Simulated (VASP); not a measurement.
The system is TaN.

```xyz
2
Lattice="2.9380 0.0000 0.0000 -1.4690 2.5444 0.0000 0.0000 0.0000 2.8830" Properties=species:S:1:pos:R:3 pbc="T T T"
Ta    0.0000    1.6963    1.4415
N     0.0000    0.0000    0.0000
```

| Property | Result |
| --- | --- |
| Program | VASP 6.6.1 |
| Task | relaxation of cell and atoms |
| Functional | PBE |
| Potentials or basis | VASP PAW PBE potentials, release 64 (Ta_pv, N) |
| Cutoff | 600 eV |
| k mesh | 10 × 10 × 9 |
| Occupations | fermi-dirac, width 0.05 eV |
| Spin | no spin polarisation |
| Hubbard terms | Ta d U = 3.0 eV |

At the start: pressure 14.9 GPa; volume 10.78 Å³/atom.

Q: Where does the relaxation end?

A: Over 10 steps the energy falls by 20.9 meV/atom and the volume is 11.24 Å³/atom (+4.3 %); space group P-6m2 (No. 187, to 0.05 Å).

The path:
```
step  energy change (eV)  largest force (eV/Å)  pressure (GPa)  volume (Å³)
   1              0.0000                0.0000           14.91        21.55
   2              0.1684                0.0000          -25.94        24.83
   3             -0.0416                0.0000           -0.45        22.51
   4             -0.0417                0.0000           -0.07        22.48
   5             -0.0417                0.0000            0.21        22.46
   6             -0.0417                0.0000            0.18        22.47
   7             -0.0417                0.0000            0.20        22.47
   8             -0.0417                0.0000            0.21        22.47
   9             -0.0417                0.0000           -0.29        22.50
  10             -0.0417                0.0000           -0.01        22.48
```

Final structure:
```
CELL_PARAMETERS angstrom
2.97835 0.00000 0.00000
-1.48918 2.57933 0.00000
0.00000 0.00000 2.92611
ATOMIC_POSITIONS crystal
Ta 0.33333 0.66667 0.50000
N 0.00000 0.00000 0.00000
```

Caveat: U without spin polarisation on a metal has little footing.
